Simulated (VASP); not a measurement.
Wanted: the native input for a VASP 6.6.1 run.

```
Task                   : single point
Functional             : LDA
Potentials or basis    : VASP PAW LDA potentials, release 64 (Cu, F)
Cutoff                 : 520 eV
k mesh                 : 8 × 8 × 8
Occupations            : fermi-dirac, width 0.02 eV
Spin                   : no spin polarisation
Dipole correction      : no
Further INCAR settings : ALGO = Normal; EDIFF = 1e-06; NBANDS = 16
```

The structure of CuF lies in POSCAR:

```
CuF
1.0
    2.6794788447      0.0000000000      0.0000000000
    0.0000000000      2.6794788447      0.0000000000
    0.0000000000      0.0000000000      2.6794788447
Cu F
1 1
Direct
    0.0000000000      0.0000000000      0.0000000000
    0.5000000000      0.5000000000      0.5000000000
```

The input as run:

INCAR

```
PREC = Accurate
ENCUT = 520
EDIFF = 1E-6
ISMEAR = -1
SIGMA = 0.02
LREAL = F
LASPH = T
NELM = 80
ALGO = Normal
ISIF = 2
LWAVE = F
LCHARG = T
LELF = T
LVHAR = T
NBANDS = 16
```

KPOINTS

```
regular mesh
0
Gamma
  8 8 8
```

Potentials or basis: VASP PAW LDA potentials, release 64 (Cu, F).

Launch:

```sh
$ cat potpaw_LDA.64/Cu/POTCAR potpaw_LDA.64/F/POTCAR > POTCAR
$ mpirun -np 1 vasp_std > vasp.out
```

Results of the run:

The pressure is 0.0 GPa. The band gap on the k mesh is zero (band 9 reaches 5.48 eV, above the bottom of band 10 at 5.07 eV).

Caveat: semilocal functionals often make such compounds metallic where correlation or magnetic order opens a gap, which also shifts bond lengths.

It took 3.8 s on 1 thread of Intel(R) Xeon(R) 6975P-C (Granite Rapids), with other jobs on the host, peak memory 0.12 GiB.
